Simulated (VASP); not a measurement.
# InP (Fm-3m) in VASP: further runs

InP is run at these levels: PBE; tasks: vibrations by perturbation theory, elastic constants.

Everything below comes from runs of VASP 6.6.1. Logs are shortened: lines on timing, memory, paths and dates and some standing lists are left out, and cuts for length are marked.

## 1. The cell of the first run

It takes space group Fm-3m (No. 225, cubic). Conventional cell: a = 5.630 Å, b = 5.630 Å, c = 5.630 Å, α = 90.00°, β = 90.00°, γ = 90.00°. Within 3.7 Å of In (site symmetry m-3m) lie 6 P at 2.82 Å. P (site symmetry m-3m) has 6 In at 2.82 Å within 3.7 Å.

## 2. Vibrations by perturbation theory, PBE

INCAR

```
  PREC = Accurate
  ENCUT = 520
  EDIFF = 1E-8
  ISMEAR = -1
  SIGMA = 0.15
  LREAL = False
  LASPH = True
  NELM = 100
  ALGO = Normal
  ISIF = 2
  LWAVE = False
  LCHARG = True
  GGA = PE
  IBRION = 8
  NSW = 1
```

KPOINTS

```
Automatic mesh
0
Gamma
  14 14 14
```

POSCAR

```
InP
1.0
    0.0000000000      2.8151029628      2.8151029628
    2.8151029628      0.0000000000      2.8151029628
    2.8151029628      2.8151029628      0.0000000000
In P
1 1
Direct
    0.0000000000      0.0000000000      0.0000000000
    0.5000000000      0.5000000000      0.5000000000
```

Potentials or basis: VASP PAW PBE potentials, release 64 (In_d, P).

Launch:

```console
$ cat potpaw_PBE.64/In_d/POTCAR potpaw_PBE.64/P/POTCAR > POTCAR
$ mpirun -np 1 vasp_std > vasp.out
```

OUTCAR:

```text
PREC = Accurate
   ENCUT = 520
   EDIFF = 1E-8
   ISMEAR = -1
   LREAL = False
   LASPH = True
   NELM = 100
   ISIF = 2
   GGA = PE
   IBRION = 8
   NSW = 1

 ion  position               nearest neighbor table
   1  0.000  0.000  0.000-   2 2.82   2 2.82   2 2.82   2 2.82   2 2.82   2 2.82
   2  0.500  0.500  0.500-   1 2.82   1 2.82   1 2.82   1 2.82   1 2.82   1 2.82

  LATTYP: Found a face centered cubic cell.
 ALAT       =     5.6302059256

  Lattice vectors:

 A1 = (   0.0000000000,   2.8151029628,   2.8151029628)
 A2 = (   2.8151029628,   0.0000000000,   2.8151029628)
 A3 = (   2.8151029628,   2.8151029628,   0.0000000000)

Analysis of symmetry for initial positions (statically):
=====================================================================
 Subroutine PRICEL returns:
 Original cell was already a primitive cell.

 Routine SETGRP: Setting up the symmetry group for a
 face centered cubic supercell.

 Subroutine GETGRP returns: Found 48 space group operations
 (whereof 48 operations were pure point group operations)
 out of a pool of 48 trial point group operations.

The static configuration has the point symmetry O_h .

Analysis of symmetry for dynamics (positions and initial velocities):
=====================================================================
 Subroutine PRICEL returns:
 Original cell was already a primitive cell.

 Routine SETGRP: Setting up the symmetry group for a
 face centered cubic supercell.

 Subroutine GETGRP returns: Found 48 space group operations
 (whereof 48 operations were pure point group operations)
 out of a pool of 48 trial point group operations.

The dynamic configuration has the point symmetry O_h .

 Subroutine INISYM returns: Found 48 space group operations
 (whereof 48 operations are pure point group operations),
 and found     1 'primitive' translations

----------------------------------------------------------------------------------------

                                     Primitive cell

  volume of cell :      44.6183

  direct lattice vectors                    reciprocal lattice vectors
     0.000000000  2.815102963  2.815102963    -0.177613397  0.177613397  0.177613397
     2.815102963  0.000000000  2.815102963     0.177613397 -0.177613397  0.177613397
     2.815102963  2.815102963  0.000000000     0.177613397  0.177613397 -0.177613397

  length of vectors
     3.981156789  3.981156789  3.981156789     0.307635428  0.307635428  0.307635428

  position of ions in fractional coordinates (direct lattice)
     0.000000000  0.000000000  0.000000000
     0.500000000  0.500000000  0.500000000

  ion indices of the primitive-cell ions
   primitive index   ion index
                 1           1
                 2           2

----------------------------------------------------------------------------------------

 KPOINTS: Automatic mesh

Automatic generation of k-mesh.
 Grid dimensions read from file:
 generate k-points for:   14   14   14

 Generating k-lattice:

  Cartesian coordinates                     Fractional coordinates (reciprocal lattice)
    -0.012686671  0.012686671  0.012686671     0.071428571  0.000000000  0.000000000
     0.012686671 -0.012686671  0.012686671     0.000000000  0.071428571  0.000000000
     0.012686671  0.012686671 -0.012686671     0.000000000  0.000000000  0.071428571

  Length of vectors
     0.021973959  0.021973959  0.021973959

  Shift w.r.t. Gamma in fractional coordinates (k-lattice)
     0.000000000  0.000000000  0.000000000

 Subroutine IBZKPT returns following result:
 ===========================================

 Found    104 irreducible k-points:

 Following reciprocal coordinates:
            Coordinates               Weight
  0.000000  0.000000  0.000000      1.000000
  0.071429  0.000000  0.000000      8.000000
  0.142857  0.000000  0.000000      8.000000
  0.214286  0.000000  0.000000      8.000000
  0.285714  0.000000  0.000000      8.000000
  0.357143  0.000000  0.000000      8.000000
[... 16 lines left out ...]
  0.214286  0.142857  0.000000     24.000000
  0.285714  0.142857  0.000000     24.000000
 [... further k-points ...]
   k-points           NKPTS =    104   k-points in BZ     NKDIM =    104   number of bands    NBANDS=     13
   number of dos      NEDOS =    301   number of ions     NIONS =      2
   total plane-waves  NPLWV =  27000
   dimension x,y,z NGX =    30 NGY =   30 NGZ =   30
[... 15 lines left out ...]
   LREAL  =      F    real-space projection
   EDIFFG = 0.1E-06   stopping-criterion for IOM
   NSW    =      1    number of steps for IOM
   IBRION =      8    ionic relax: 0-MD 1-quasi-New 2-CG
   NFREE  =      0    steps in history (QN), initial steepest desc. (CG)
   ISIF   =      2    stress and relaxation
   ISYM   =      2    0-nonsym 1-usesym 2-fastsym
   POTIM  = 0.5000    time-step for ionic-motion
   TEBEG  =    0.0;   TEEND  =   0.0 temperature during run
   PSTRESS=    0.0 pullay stress
   NELECT =      18.0000    total number of electrons
   NUPDOWN=      -1.0000    fix difference up-down
   EMIN   =  10.00;   EMAX   =-10.00  energy-range for DOS
   EFERMI =   0.00;   METHOD = LEGACY
   ISMEAR =    -1;   SIGMA  =   0.15  broadening in eV -4-tet -1-fermi 0-gaus
   EFERMI_NEDOS =   21; number of points for ismear=-14 and -15
   IALGO  =     38    algorithm
   IMIX   =      4    mixing-type and parameters
     AMIX     =   0.40;   BMIX     =  1.00
     AMIX_MAG =   1.60;   BMIX_MAG =  1.00
  volume/ion in A,a.u.               =      22.31       150.55
  Fermi-wavevector in a.u.,A,eV,Ry     =   1.209655  2.285916 19.908919  1.463264
  Thomas-Fermi vector in A             =   2.345225
   LORBIT       =      0    0 simple, 1 ext, 2 COOP (PROOUT), +10 PAW based schemes
   GGA     = PE    functional components
   LHFCALC =     F    Hartree Fock is set to
   AEXX    =    0.0000 exact exchange contribution
   IVDW    =     0    specifies the selected vdW correction
   LEPSILON=     F    determine dielectric tensor
   LRPA    =     F    only Hartree local field effects (RPA)
 non-spin polarized calculation
  energy-cutoff  :      520.00
  volume of cell :       44.62
 maximum number of plane-waves:      1243
 NGX is ok and might be reduce to    30
   NGX = 15   NGY = 15   NGZ = 15

--------------------------------------- Ionic step        1  -------------------------------------------

 number of electron      17.9999996 magnetization

 Free energy of the ion-electron system (eV)
  ---------------------------------------------------
  ext. energy  EPLUGINS =         0.00000000
  ---------------------------------------------------
  free energy    TOTEN  =        -7.93486970 eV

  energy without entropy =       -7.86003586  energy(sigma->0) =       -7.89745278

 E-fermi :   6.4736     XC(G=0): -10.1678

 val. band max:        6.4589272751   @ k =   0.3571   0.0000   0.0000
 cond. band min:       6.4781339859   @ k =  -0.1429   0.0714   0.0000
 fundamental gap:      0.0192067108
 Fermi energy:         6.4736351509

 k-point     1 :       0.0000    0.0000    0.0000
  band No.  band energies     occupation
      1      -7.7119      2.00000
      2      -7.7119      2.00000
      3      -7.6953      2.00000
      4      -7.6953      2.00000
      5      -7.6953      2.00000
      6      -5.2107      2.00000
      7       6.1959      1.72868
      8       6.1959      1.72868
      9       6.1959      1.72868
     10       6.5811      0.65624
     11      13.5342      0.00000
     12      13.5342      0.00000
     13      13.5342      0.00000
[... 354 lines left out ...]
  band No.  band energies     occupation
      1      -7.7767      2.00000
      2      -7.7133      2.00000
      3      -7.7052      2.00000
      4      -7.6617      2.00000
      5      -7.6505      2.00000
      6      -4.3356      2.00000
      7       2.7312      2.00000
      8       5.5349      1.99618
      9       5.7788      1.98072
     10       8.6169      0.00000
     11      10.8174      0.00000
     12      12.0460      0.00000
     13      12.7682      0.00000

 [... further k-points ...]

------------------------ aborting loop because EDIFF is reached ----------------------------------------

  FORCE on cell =-STRESS in cart. coord.  units (eV):
  Direction    XX          YY          ZZ          XY          YZ          ZX
  --------------------------------------------------------------------------------------
  -------------------------------------------------------------------------------------
  Total       -0.8431124     -0.8431124     -0.8431124      0.0000000      0.0000000      0.0000000
  in kB      -30.2749354    -30.2749354    -30.2749354      0.0000000      0.0000000      0.0000000
  external PRESSURE =     -30.2749354 kB  Pullay stress =       0.0000000 kB

 VOLUME and BASIS-vectors are now :
 -----------------------------------------------------------------------------
  energy-cutoff  :      520.00
  volume of cell :       44.62
      direct lattice vectors                 reciprocal lattice vectors
     0.000000000  2.815102963  2.815102963    -0.177613397  0.177613397  0.177613397
     2.815102963  0.000000000  2.815102963     0.177613397 -0.177613397  0.177613397
     2.815102963  2.815102963  0.000000000     0.177613397  0.177613397 -0.177613397

 POSITION                                       TOTAL-FORCE (eV/Angst)
 -----------------------------------------------------------------------------------
      0.00000      0.00000      0.00000         0.000000      0.000000     -0.000000
      2.81510      2.81510      2.81510         0.000000      0.000000      0.000000
 -----------------------------------------------------------------------------------
    total drift:                               -0.000000      0.000000      0.000000

  FREE ENERGIE OF THE ION-ELECTRON SYSTEM (eV)
  ---------------------------------------------------
  free  energy   TOTEN  =        -7.9348696977 eV

  energy  without entropy=       -7.8600358635  energy(sigma->0) =       -7.89745278

[... ionic steps 2 to 3 ...]

--------------------------------------- Ionic step        4  -------------------------------------------

------------------------ aborting loop because EDIFF is reached ----------------------------------------

[... ionic steps 5 to 6 ...]

--------------------------------------- Ionic step        7  -------------------------------------------

 Free energy of the ion-electron system (eV)
  ---------------------------------------------------
  ---------------------------------------------------
  free energy    TOTEN  =        -0.04757300 eV

  energy without entropy =       -0.04757300

------------------------ aborting loop because EDIFF is reached ----------------------------------------

 INTERNAL STRAIN TENSOR  FOR ION    2  DIRECTION 1   (eV/Angst):
 -----------------------------------------------------------------------------
    -0.04174  0.00000  0.00000
     0.00000  0.03066 -0.00000
    -0.00000 -0.00000  0.03066

 INTERNAL STRAIN TENSOR FOR ION    2 for displacements in x,y,z  (eV/Angst):
          X           Y           Z          XY          YZ          ZX
  --------------------------------------------------------------------------------
  x     0.00000     0.00000     0.00000     0.00000     0.00000     0.00000
  y     0.00000     0.00000     0.00000     0.00000     0.00000     0.00000
  z     0.00000     0.00000     0.00000     0.00000     0.00000     0.00000

 SECOND DERIVATIVES (NOT SYMMETRIZED)
 ------------------------------------
               1X          1Y          1Z          2X          2Y          2Z
  1X    -1.306932    0.000000    0.000000    1.306932    0.000000    0.000000
  1Y     0.000000   -1.306932    0.000000    0.000000    1.306932    0.000000
  1Z     0.000000    0.000000   -1.306932    0.000000    0.000000    1.306932
  2X     1.335984    0.000000    0.000000   -1.335984    0.000000    0.000000
  2Y     0.000000    1.335984    0.000000    0.000000   -1.335984    0.000000
  2Z     0.000000    0.000000    1.335984    0.000000    0.000000   -1.335984

 Eigenvectors and eigenvalues of the dynamical matrix
 ----------------------------------------------------

   1 f  =    3.650166 THz    22.934668 2PiTHz  121.756425 cm-1    15.095866 meV
             X         Y         Z           dx          dy          dz
      0.000000  0.000000  0.000000     0.000000    0.456954    0.000000
      2.815103  2.815103  2.815103     0.000000   -0.889490    0.000000
[... 21 lines left out ...]
   6 f/i=    0.016309 THz     0.102472 2PiTHz    0.544008 cm-1     0.067448 meV
             X         Y         Z           dx          dy          dz
      0.000000  0.000000  0.000000     0.000000    0.000000    0.889490
      2.815103  2.815103  2.815103     0.000000    0.000000    0.456954

--------------------------------------------------------------------------------------------------------

 ELASTIC MODULI CONTR FROM IONIC RELAXATION (kBar)
 Direction    XX          YY          ZZ          XY          YZ          ZX
 --------------------------------------------------------------------------------
 XX           0.0000      0.0000      0.0000      0.0000      0.0000      0.0000
 YY           0.0000      0.0000      0.0000      0.0000      0.0000      0.0000
 ZZ           0.0000      0.0000      0.0000      0.0000      0.0000      0.0000
 XY           0.0000      0.0000      0.0000      0.0000      0.0000      0.0000
 YZ           0.0000      0.0000      0.0000      0.0000      0.0000      0.0000
 ZX           0.0000      0.0000      0.0000      0.0000      0.0000      0.0000
 --------------------------------------------------------------------------------
```

It took 7.9 min on 1 thread of Intel Xeon Platinum 8259CL at 2.50GHz (Skylake/Cascade Lake), shared host; peak memory 0.44 GiB.

What came out:

- Highest phonon frequency at Γ, LO-TO splitting left out: 122 cm⁻¹

Phonon frequencies in cm⁻¹ (negative: imaginary):
```tsv
q point	frequencies
(0.000, 0.000, 0.000)	-1 -1 -1 122 122 122
```

Caveat: the cell stands under pressure or tension, which shifts response properties; spin-orbit coupling is left out, which moves the levels of the heavy elements.

## 3. Elastic constants, PBE

This run uses another cell than the first one, of 20.51 Å³/atom.

INCAR

```
  PREC = Accurate
  ENCUT = 600
  EDIFF = 1E-8
  ISMEAR = -1
  SIGMA = 0.15
  LREAL = F
  LASPH = T
  NELM = 80
  ALGO = Normal
  ISIF = 3
  LWAVE = F
  LCHARG = T
  GGA = PE
  IBRION = 6
  NFREE = 2
  POTIM = 0.015
  NSW = 1
```

KPOINTS

```
regular mesh
0
Gamma
  14 14 14
```

POSCAR

```
InP
1.0
    0.0000000000      2.7375154105      2.7375154105
    2.7375154105      0.0000000000      2.7375154105
    2.7375154105      2.7375154105      0.0000000000
In P
1 1
Direct
    0.0000000000      0.0000000000      0.0000000000
    0.5000000000      0.5000000000      0.5000000000
```

Potentials or basis: VASP PAW PBE potentials, release 64 (In_d, P).

Launch:

```console
$ cat potpaw_PBE.64/In_d/POTCAR potpaw_PBE.64/P/POTCAR > POTCAR
$ mpirun -np 1 vasp_std > vasp.out
```

Wall time 63 min (1 thread of Intel Xeon 8259CL, shared host); peak memory 0.88 GiB.

The run converged. Its results:

* Elastic constants C11, C12, C44: 170, 41, 31 GPa
* Voigt bulk modulus: 84 GPa
* Highest phonon frequency at Γ, LO-TO splitting left out: 171 cm⁻¹

Phonon frequencies in cm⁻¹ (negative: imaginary):
| q point | frequencies |
| --- | --- |
| (0.000, 0.000, 0.000) | 0 0 0 171 171 171 |

Elastic tensor in Voigt notation (GPa, in the Cartesian axes of the cell as first typed):
```
170  41  41   0   0   0
 41 170  41   0   0   0
 41  41 170   0   0   0
  0   0   0  31   0   0
  0   0   0   0  31   0
  0   0   0   0   0  31
```

Clamped-ion elastic tensor (GPa):
```
170  41  41   0   0   0
 41 170  41   0   0   0
 41  41 170   0   0   0
  0   0   0  31   0   0
  0   0   0   0  31   0
  0   0   0   0   0  31
```

Caveat: the cell is under stress, which shifts elastic constants; spin-orbit coupling is left out, which moves the levels of the heavy elements.

## 4. Vibrations by perturbation theory, PBE

This run uses another cell than the first one, of 18.30 Å³/atom.

INCAR

```
SYSTEM = InP
ALGO = Normal
EDIFF = 1E-8
ENCUT = 520
GGA = PE
IBRION = 8
ISIF = 2
ISMEAR = -1
LASPH = .True.
LCHARG = .False.
LREAL = .False.
LWAVE = .False.
NELM = 60
NSW = 1
PREC = Accurate
SIGMA = 0.15
```

KPOINTS

```
k-points
0
Gamma
  14 14 14
  0 0 0
```

POSCAR

```
InP
1.0
    0.0000000000      2.6350042687      2.6350042687
    2.6350042687      0.0000000000      2.6350042687
    2.6350042687      2.6350042687      0.0000000000
In P
1 1
Direct
    0.0000000000      0.0000000000      0.0000000000
    0.5000000000      0.5000000000      0.5000000000
```

Potentials or basis: VASP PAW PBE potentials, release 64 (In_d, P).

Launch:

```console
$ cat potpaw_PBE.64/In_d/POTCAR potpaw_PBE.64/P/POTCAR > POTCAR
$ mpirun -np 1 vasp_std > vasp.out
```

OUTCAR:

```text
SYSTEM = InP
   EDIFF = 1E-8
   ENCUT = 520
   GGA = PE
   IBRION = 8
   ISIF = 2
   ISMEAR = -1
   LASPH = .True.
   LREAL = .False.
   NELM = 60
   NSW = 1
   PREC = Accurate

 ion  position               nearest neighbor table
   1  0.000  0.000  0.000-   2 2.64   2 2.64   2 2.64   2 2.64   2 2.64   2 2.64
   2  0.500  0.500  0.500-   1 2.64   1 2.64   1 2.64   1 2.64   1 2.64   1 2.64

  LATTYP: Found a face centered cubic cell.
[... 642 lines left out ...]
               1X          1Y          1Z          2X          2Y          2Z
  1X    -4.974714    0.000000    0.000000    4.974714    0.000000    0.000000
  1Y     0.000000   -4.974714    0.000000    0.000000    4.974714    0.000000
  1Z     0.000000    0.000000   -4.974714    0.000000    0.000000    4.974714
  2X     5.011592    0.000000    0.000000   -5.011592    0.000000    0.000000
  2Y     0.000000    5.011592    0.000000    0.000000   -5.011592    0.000000
  2Z     0.000000    0.000000    5.011592    0.000000    0.000000   -5.011592

 Eigenvectors and eigenvalues of the dynamical matrix
 ----------------------------------------------------

   1 f  =    7.080464 THz    44.487869 2PiTHz  236.178867 cm-1    29.282434 meV
             X         Y         Z           dx          dy          dz
      0.000000  0.000000  0.000000    -0.459585    0.000000    0.000000
      2.635004  2.635004  2.635004     0.888134    0.000000    0.000000
[... 21 lines left out ...]
   6 f/i=    0.010672 THz     0.067056 2PiTHz    0.355992 cm-1     0.044137 meV
             X         Y         Z           dx          dy          dz
      0.000000  0.000000  0.000000    -0.888134    0.000000    0.000000
      2.635004  2.635004  2.635004    -0.459585    0.000000    0.000000

--------------------------------------------------------------------------------------------------------

 ELASTIC MODULI CONTR FROM IONIC RELAXATION (kBar)
 Direction    XX          YY          ZZ          XY          YZ          ZX
 --------------------------------------------------------------------------------
 XX           0.0000      0.0000      0.0000      0.0000      0.0000      0.0000
 YY           0.0000      0.0000      0.0000      0.0000      0.0000      0.0000
 ZZ           0.0000      0.0000      0.0000      0.0000      0.0000      0.0000
 XY           0.0000      0.0000      0.0000      0.0000      0.0000      0.0000
 YZ           0.0000      0.0000      0.0000      0.0000      0.0000      0.0000
 ZX           0.0000      0.0000      0.0000      0.0000      0.0000      0.0000
 --------------------------------------------------------------------------------
```

stdout:

```text
POSCAR found type information on POSCAR InP
 POSCAR found :  2 types and       2 ions
 scaLAPACK will be used
 LDA part: xc-table for (Slater+PW92), standard interpolation
 POSCAR, INCAR and KPOINTS ok, starting setup
 FFT: planning ... GRIDC
 FFT: planning ... GRID_SOFT
 FFT: planning ... GRID
 WAVECAR not read
 entering main loop
 Linear response reoptimize wavefunctions to high precision
 Linear response DOF=           2
 Linear response progress:
 first order change of Fermi-energy  -0.54275E-03
 force on displaced ion       1 direction 1 :  -4.975   0.000   0.000
 Linear response progress:
 first order change of Fermi-energy   0.17145E-02
 force on displaced ion       2 direction 1 :  -5.012   0.000   0.000
 Linear response finished
```

It took 3.7 min on 1 thread of Intel Xeon Platinum 8488C (Sapphire Rapids), shared host; peak memory 0.38 GiB.

Results:

```
Highest phonon frequency at Γ, LO-TO splitting left out : 236 cm⁻¹
```

Phonon frequencies in cm⁻¹ (negative: imaginary):
```csv
q point,frequencies
"(0.000, 0.000, 0.000)",0 0 0 236 236 236
```

Caveat: the cell stands under pressure or tension, which shifts response properties; spin-orbit coupling is left out, which moves the levels of the heavy elements.
